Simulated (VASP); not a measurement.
Set up this calculation in VASP 6.6.1, as the native input.

```yaml
Task: relaxation of cell and atoms
Functional: PBE
Potentials_or_basis: VASP PAW PBE potentials, release 64 (Cd, S)
Cutoff: 600 eV
k_mesh: 10 × 8 × 10
Occupations: gaussian, width 0.01 eV
Spin: no spin polarisation
Dipole_correction: no
Further_INCAR_settings: ALGO = Normal; EDIFF = 1e-06; IBRION = 2; EDIFFG = -0.005; NSW = 100; ISIF = 3
```

The structure of CdS lies in POSCAR:

```
CdS
1.0
    3.8984360000      0.0000000000      0.0000000000
    0.0000000000      5.5114920000      0.0000000000
    0.0000000000      0.0000000000      3.8981040000
Cd S
2 2
Direct
    0.5000000000      0.5000000000      0.2430260000
    0.0000000000      0.0000000000      0.7569740000
    0.5000000000      0.0000000000      0.2551630000
    0.0000000000      0.5000000000      0.7448370000
```

These files were run (other wordings do the same):

INCAR

```
SYSTEM = CdS
PREC     = Accurate       ! precision mode
ENCUT    = 600            ! plane-wave cutoff, eV
EDIFF    = 1E-6           ! SCF threshold, eV
ISMEAR   = 0              ! smearing method
SIGMA    = 0.01           ! smearing width, eV
LREAL    = .FALSE.        ! projectors in reciprocal space
LASPH    = .TRUE.         ! aspherical terms in the spheres
NELM     = 100            ! most SCF steps
ALGO     = Normal         ! electronic algorithm
ISIF     = 3              ! what is computed and relaxed
LWAVE    = .FALSE.        ! write WAVECAR
LCHARG   = .FALSE.        ! write CHGCAR
GGA      = PE             ! functional
IBRION   = 2              ! ionic algorithm
NSW      = 100            ! ionic steps
EDIFFG   = -0.005         ! ionic threshold
```

KPOINTS

```
regular mesh
0
G
  10 8 10
  0 0 0
```

Potentials or basis: VASP PAW PBE potentials, release 64 (Cd, S).

The run is started by

```console
$ cat potpaw_PBE.64/Cd/POTCAR potpaw_PBE.64/S/POTCAR > POTCAR
$ mpirun -np 1 vasp_std > vasp.out
```

Results of the run:

```json
{
  "Relaxed volume": "20.83 Å³/atom",
  "Relaxed cell": "a = 3.891 Å, b = 5.502 Å, c = 3.892 Å, α = 90.00°, β = 90.00°, γ = 90.00°",
  "Space group after relaxing (to 0.05 Å)": "Fm-3m (No. 225)",
  "Energy gained by relaxing": "0.4 meV/atom",
  "Ionic steps": "13",
  "Pressure after relaxing": "0.0 GPa",
  "Band gap on the k mesh": "0.25 eV"
}
```

Wall time 18 min on 1 thread of Intel(R) Xeon(R) 6975P-C (Granite Rapids) (shared host), peak memory 0.49 GiB.
